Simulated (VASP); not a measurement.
# In (P-1) in VASP: single point with LDA

Aim: the single point of In with LDA.

All numbers are computed with VASP 6.6.1; they aren't measurements. Logs are shortened: lines on timing, memory, paths and dates and some standing lists are left out, and cuts for length are marked.

## 1. The cell of the first run

The typed cell holds 3 atoms: a = 5.603 Å, b = 7.924 Å, c = 3.298 Å, α = 88.23°, β = 149.83°, γ = 90.00°.

## 2. Single point, LDA

INCAR

```
SYSTEM = In
PREC = Accurate
ENCUT = 520
EDIFF = 1E-6
ISMEAR = 0
SIGMA = 0.1
LREAL = .FALSE.
LASPH = .TRUE.
NELM = 60
ALGO = Fast
ISIF = 2
LWAVE = .FALSE.
LCHARG = .FALSE.
NBANDS = 26
```

KPOINTS

```
Automatic mesh
0
G
  6 5 21
  0 0 0
```

POSCAR

```
In
1.0
    5.6027586672      0.0012831708     -0.0835399327
    0.0018146775      7.9206401547      0.2433654584
   -2.8260058920      0.0500870922      1.6989964058
In
3
Direct
    0.0000000000      0.0000000000      0.0000000000
    0.3333333333      0.6666666667      0.0000000000
    0.6666666667      0.3333333333      0.0000000000
```

Potentials or basis: VASP PAW LDA potentials, release 64 (In_d).

Command:

```sh
> cat potpaw_LDA.64/In_d/POTCAR > POTCAR
> mpirun -np 1 vasp_std > vasp.out
```

OUTCAR:

```text
SYSTEM = In
   PREC = Accurate
   ENCUT = 520
   EDIFF = 1E-6
   ISMEAR = 0
   LREAL = .FALSE.
   LASPH = .TRUE.
   NELM = 60
   ISIF = 2

 ion  position               nearest neighbor table
   1  0.000  0.000  0.000-   2 3.19   3 3.19   3 3.24   2 3.24   3 3.32   2 3.32
   2  0.333  0.667  0.000-   1 3.19   3 3.19   1 3.24   3 3.24   1 3.32   3 3.32
   3  0.667  0.333  0.000-   1 3.19   2 3.19   1 3.24   2 3.24   1 3.32   2 3.32

  LATTYP: Found a triclinic cell.
 ALAT       =     3.2977881687
 B/A-ratio  =     1.6991332687
 C/A-ratio  =     2.6611118476
 COS(alpha) =     0.0112399157
 COS(beta)  =     0.2273818999
 COS(gamma) =     0.8645219708

  Lattice vectors:

 A1 = (   2.8260058920,  -0.0500870922,  -1.6989964058)
 A2 = (   5.6027586672,   0.0012831708,  -0.0835399327)
 A3 = (   0.0474384393,  -8.0220975099,  -3.5578183373)

Analysis of symmetry for initial positions (statically):
=====================================================================
 Subroutine PRICEL returns following result:

  LATTYP: Found a triclinic cell.
 ALAT       =     3.2351138694
 B/A-ratio  =     2.4494897427
 C/A-ratio  =     2.6721071518
 COS(alpha) =     0.0092964269
 COS(beta)  =     0.5742444352
 COS(gamma) =     0.8164965809

  Lattice vectors:

 A1 = (  -1.8669813297,   2.6397856610,   0.1089684637)
 A2 = (  -7.4697399964,   2.6385024894,   0.1925083964)
 A3 = (   2.7785674521,   7.9720104185,   1.8588219315)

   3 primitive cells build up your supercell.

 Routine SETGRP: Setting up the symmetry group for a
 triclinic supercell.

 Subroutine GETGRP returns: Found  2 space group operations
 (whereof  2 operations were pure point group operations)
 out of a pool of  2 trial point group operations.

The static configuration has the point symmetry S_2 .

Analysis of symmetry for dynamics (positions and initial velocities):
=====================================================================
 Subroutine PRICEL returns following result:

  LATTYP: Found a triclinic cell.
 ALAT       =     3.2351138694
 B/A-ratio  =     2.4494897427
 C/A-ratio  =     2.6721071518
 COS(alpha) =     0.0092964269
 COS(beta)  =     0.5742444352
 COS(gamma) =     0.8164965809

  Lattice vectors:

 A1 = (  -1.8669813297,   2.6397856610,   0.1089684637)
 A2 = (  -7.4697399964,   2.6385024894,   0.1925083964)
 A3 = (   2.7785674521,   7.9720104185,   1.8588219315)

[... 98 lines left out ...]
   PREC   = accura    normal or accurate (medium, high low for compatibility)
   ISTART =      0    job   : 0-new  1-cont  2-samecut
   ICHARG =      2    charge: 1-file 2-atom 10-const
   ISPIN  =      1    spin polarized calculation?
   LNONCOLLINEAR =      F non collinear calculations
   LSORBIT =      F    spin-orbit coupling
   LASPH  =      T    aspherical Exc in radial PAW
   ENCUT  =  520.0 eV  38.22 Ry    6.18 a.u.  10.42 14.73  6.13*2*pi/ulx,y,z
   NELM   =     60;   NELMIN=  2; NELMDL= -5     # of ELM steps
   EDIFF  = 0.1E-05   stopping-criterion for ELM
   LREAL  =      F    real-space projection
   EDIFFG = 0.1E-04   stopping-criterion for IOM
   NSW    =      0    number of steps for IOM
   IBRION =     -1    ionic relax: 0-MD 1-quasi-New 2-CG
   NFREE  =      0    steps in history (QN), initial steepest desc. (CG)
   ISIF   =      2    stress and relaxation
   ISYM   =      2    0-nonsym 1-usesym 2-fastsym
   POTIM  = 0.5000    time-step for ionic-motion
   TEBEG  =    0.0;   TEEND  =   0.0 temperature during run
   PSTRESS=    0.0 pullay stress
   NELECT =      39.0000    total number of electrons
   NUPDOWN=      -1.0000    fix difference up-down
   EMIN   =  10.00;   EMAX   =-10.00  energy-range for DOS
   EFERMI =   0.00;   METHOD = LEGACY
   ISMEAR =     0;   SIGMA  =   0.10  broadening in eV -4-tet -1-fermi 0-gaus
   EFERMI_NEDOS =   21; number of points for ismear=-14 and -15
   IALGO  =     68    algorithm
   IMIX   =      4    mixing-type and parameters
     AMIX     =   0.40;   BMIX     =  1.00
     AMIX_MAG =   1.60;   BMIX_MAG =  1.00
  volume/ion in A,a.u.               =      24.49       165.24
  Fermi-wavevector in a.u.,A,eV,Ry     =   1.325613  2.505045 23.908831  1.757250
  Thomas-Fermi vector in A             =   2.455061
   LORBIT       =      0    0 simple, 1 ext, 2 COOP (PROOUT), +10 PAW based schemes
   GGA     = CA    functional components
   LHFCALC =     F    Hartree Fock is set to
   AEXX    =    0.0000 exact exchange contribution
   IVDW    =     0    specifies the selected vdW correction
   LEPSILON=     F    determine dielectric tensor
   LRPA    =     F    only Hartree local field effects (RPA)
 non-spin polarized calculation
 RMM-DIIS sequential band-by-band and
 Gauss-broadening in eV      SIGMA  =   0.10
  energy-cutoff  :      520.00
  volume of cell :       73.46
 maximum number of plane-waves:      2002
 NGX is ok and might be reduce to    42
   NGX = 21   NGY = 29   NGZ = 13

 number of electron      39.0000020 magnetization

 Free energy of the ion-electron system (eV)
  ---------------------------------------------------
  ext. energy  EPLUGINS =         0.00000000
  ---------------------------------------------------
  free energy    TOTEN  =        -9.64968285 eV

  energy without entropy =       -9.64350629  energy(sigma->0) =       -9.64659457

 E-fermi :   8.0036     XC(G=0): -10.8461

 val. band max:        7.9958221981   @ k =  -0.1667  -0.4000   0.4286
 cond. band min:       8.0092654511   @ k =  -0.1667  -0.2000   0.4762
 fundamental gap:      0.0134432530
 Fermi energy:         8.0036480808

 k-point     1 :       0.0000    0.0000    0.0000
  band No.  band energies     occupation
      1      -6.7022      2.00000
      2      -6.6967      2.00000
      3      -6.6967      2.00000
      4      -6.6396      2.00000
      5      -6.6396      2.00000
      6      -6.6246      2.00000
[... 685 lines left out ...]
     25      14.5890      0.00000
     26      16.8680      0.00000

 [... further k-points ...]
[... 5 lines left out ...]
  --------------------------------------------------------------------------------------
  -------------------------------------------------------------------------------------
  Total        0.2531931      0.1591344      0.0546905     -0.1322644      0.0111008     -0.0311062
  in kB        5.5223455      3.4708478      1.1928442     -2.8847932      0.2421181     -0.6784513
  external PRESSURE =       3.3953459 kB  Pullay stress =       0.0000000 kB

 VOLUME and BASIS-vectors are now :
 -----------------------------------------------------------------------------
  energy-cutoff  :      520.00
  volume of cell :       73.46
      direct lattice vectors                 reciprocal lattice vectors
     5.602758667  0.001283171 -0.083539933     0.183029135 -0.009404498  0.304716630
     0.001814677  7.920640155  0.243365458    -0.000086640  0.126371336 -0.003869589
    -2.826005892  0.050087092  1.698996406     0.009011983 -0.018563941  0.604120013

 POSITION                                       TOTAL-FORCE (eV/Angst)
 -----------------------------------------------------------------------------------
      0.00000      0.00000      0.00000        -0.000000     -0.000000      0.000000
      1.86880      5.28085      0.13440         0.000000      0.000000     -0.000000
      3.73578      2.64107      0.02543         0.000000      0.000000      0.000000
 -----------------------------------------------------------------------------------
    total drift:                               -0.000000      0.000000      0.000000

  FREE ENERGIE OF THE ION-ELECTRON SYSTEM (eV)
  ---------------------------------------------------
  free  energy   TOTEN  =        -9.6496828541 eV

  energy  without entropy=       -9.6435062856  energy(sigma->0) =       -9.64659457
```

OSZICAR:

```text
N       E                     dE             d eps       ncg     rms          rms(c)
DAV:   1     0.350674120960E+03    0.35067E+03   -0.18849E+04 16456   0.210E+03
DAV:   2     0.213160706853E+02   -0.32936E+03   -0.32501E+03 16448   0.447E+02
DAV:   3    -0.867648994849E+01   -0.29993E+02   -0.29722E+02 19360   0.163E+02
DAV:   4    -0.971503912971E+01   -0.10385E+01   -0.10372E+01 19384   0.334E+01
DAV:   5    -0.976942972583E+01   -0.54391E-01   -0.54386E-01 25540   0.581E+00    0.485E+00
RMM:   6    -0.967342551202E+01    0.96004E-01   -0.16112E-01 18439   0.496E+00    0.253E+00
RMM:   7    -0.965049630638E+01    0.22929E-01   -0.70974E-02 18298   0.251E+00    0.371E-01
RMM:   8    -0.964933657988E+01    0.11597E-02   -0.12057E-02 22700   0.161E+00    0.183E-01
RMM:   9    -0.964961433632E+01   -0.27776E-03   -0.28522E-03 22984   0.438E-01    0.354E-01
RMM:  10    -0.964987279343E+01   -0.25846E-03   -0.10680E-03 22010   0.327E-01    0.229E-01
RMM:  11    -0.964975717352E+01    0.11562E-03   -0.38078E-04 20222   0.272E-01    0.143E-01
RMM:  12    -0.964976058733E+01   -0.34138E-05   -0.23607E-04 27078   0.112E-01    0.160E-01
RMM:  13    -0.964975769701E+01    0.28903E-05   -0.29942E-05 23133   0.354E-02    0.173E-01
RMM:  14    -0.964974734758E+01    0.10349E-04   -0.42531E-06 12892   0.244E-02    0.155E-01
RMM:  15    -0.964968404146E+01    0.63306E-04   -0.17891E-04 26012   0.170E-01    0.241E-02
RMM:  16    -0.964968242873E+01    0.16127E-05   -0.11039E-05 21806   0.369E-02    0.251E-02
RMM:  17    -0.964968285406E+01   -0.42533E-06   -0.18892E-06  9607   0.188E-02
   1 F= -.96496829E+01 E0= -.96465946E+01  d E =-.617657E-02
```

Wall time 17 min (1 thread of Intel Xeon Platinum 8259CL at 2.50GHz (Skylake/Cascade Lake), shared host); peak memory 0.54 GiB.

Results:

```yaml
Free_energy: -9.6497 eV
Pressure: 0.3 GPa
Band_gap_on_the_k_mesh: zero (an odd number of electrons rules out a gap without spin polarisation)
```

Stress tensor (GPa, compression positive):
```
 0.55 -0.29 -0.07
-0.29  0.35  0.02
-0.07  0.02  0.12
```

Levels at points of the mesh, in eV from the Fermi level:
```tsv
k point	band 16	band 17	band 18	band 19	band 20	band 21	band 22	band 23
(0.00, 0.00, 0.00)	-10.04	-7.36	-7.36	0.76	0.76	8.48	8.48	9.47
(0.50, 0.00, 0.00)	-4.80	-4.80	-2.26	-2.26	-2.09	-1.47	3.55	3.88
```

Caveat: spin-orbit coupling is left out, which moves the levels of the heavy elements.
